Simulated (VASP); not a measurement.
A run of VASP 6.6.1 is set up as follows.

INCAR

```
SYSTEM = Pd
PREC = Accurate ; ENCUT = 600
EDIFF = 1E-6 ; ISMEAR = -1
SIGMA = 0.05 ; LREAL = .FALSE.
LASPH = .TRUE. ; NELM = 100
ALGO = Fast ; ISIF = 3
LWAVE = .FALSE. ; LCHARG = .FALSE.
GGA = RP ; IVDW = 12
IBRION = 2 ; NSW = 60
EDIFFG = -0.01
```

Contents of KPOINTS:

```
regular mesh
0
G
  11 11 6
  0 0 0
```

The input POSCAR:

```
Pd
1.0
    2.7836650458      0.0000000000      0.0000000000
   -1.3918325229      2.4107246453      0.0000000000
    0.0000000000      0.0000000000      4.6288930000
Pd
2
Direct
    0.3333333333      0.6666666667      0.2500000000
    0.6666666667      0.3333333333      0.7500000000
```

Potentials or basis: VASP PAW PBE potentials, release 64 (Pd).

The run is started by

```sh
$ cat potpaw_PBE.64/Pd/POTCAR > POTCAR
$ mpirun -np 1 vasp_std > vasp.out
```

What does it give for the relaxed volume?

12.97 Å³/atom.

Estimate the band gap on the k mesh.

zero (band 10 reaches 12.42 eV, above the bottom of band 11 at 11.35 eV).

Estimate the dispersion energy per atom.

-3.985 eV.

What does it give for the space group after relaxing (to 0.05 Å)?

P6_3/mmc (No. 194).

Stress tensor (GPa, compression positive):
```
-0.05  0.00  0.00
 0.00 -0.05  0.00
 0.00  0.00  0.10
```

Caveat: the volume moved by over 15 % at a fixed basis, so the end points are rough; the PAW data sets were made with another functional, which shifts forces and pressure a little; pairwise dispersion overbinds metals, which lowers pressure and volume.
